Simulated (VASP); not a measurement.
Crystal: C.

```
C
1.0
     2.52000    0.00000    0.00000
    -1.26000    2.18238    0.00000
     0.00000    0.00000    4.12000
C
4
Direct
  0.33333 0.66667 0.06250
  0.66667 0.33333 0.56250
  0.33333 0.66667 0.43750
  0.66667 0.33333 0.93750
```

- Program: VASP 6.6.1
- Task: relaxation of cell and atoms
- Functional: BLYP
- Potentials or basis: VASP PAW PBE potentials, release 64 (C)
- Cutoff: 600 eV
- k mesh: 8 × 8 × 4
- Occupations: fermi-dirac, width 0.05 eV
- Spin: no spin polarisation

At the start: pressure 13.1 GPa; volume 5.66 Å³/atom.

Where does the relaxation end?

Over 6 steps the energy falls by 11.8 meV/atom and the volume is 5.84 Å³/atom (+3.0 %); space group P6_3/mmc (No. 194, to 0.05 Å).

Step by step:
| step | energy change (eV) | largest force (eV/Å) | pressure (GPa) | volume (Å³) |
| --- | --- | --- | --- | --- |
| 1 | 0.0000 | 0.0564 | 13.14 | 22.66 |
| 2 | 0.0168 | 0.2852 | -13.56 | 24.20 |
| 3 | -0.0469 | 0.0631 | -0.17 | 23.36 |
| 4 | -0.0469 | 0.0601 | 0.08 | 23.34 |
| 5 | -0.0467 | 0.1131 | 0.04 | 23.35 |
| 6 | -0.0470 | 0.0009 | 0.06 | 23.34 |

Final structure:
```
C
1.0
     2.53017    0.00000    0.00000
    -1.26508    2.19119    0.00000
     0.00000    0.00000    4.21078
C
4
Direct
  0.33333 0.66667 0.06260
  0.66667 0.33333 0.56260
  0.33333 0.66667 0.43740
  0.66667 0.33333 0.93740
```

Caveat: the PAW data sets were made with another functional, which shifts forces and pressure a little.
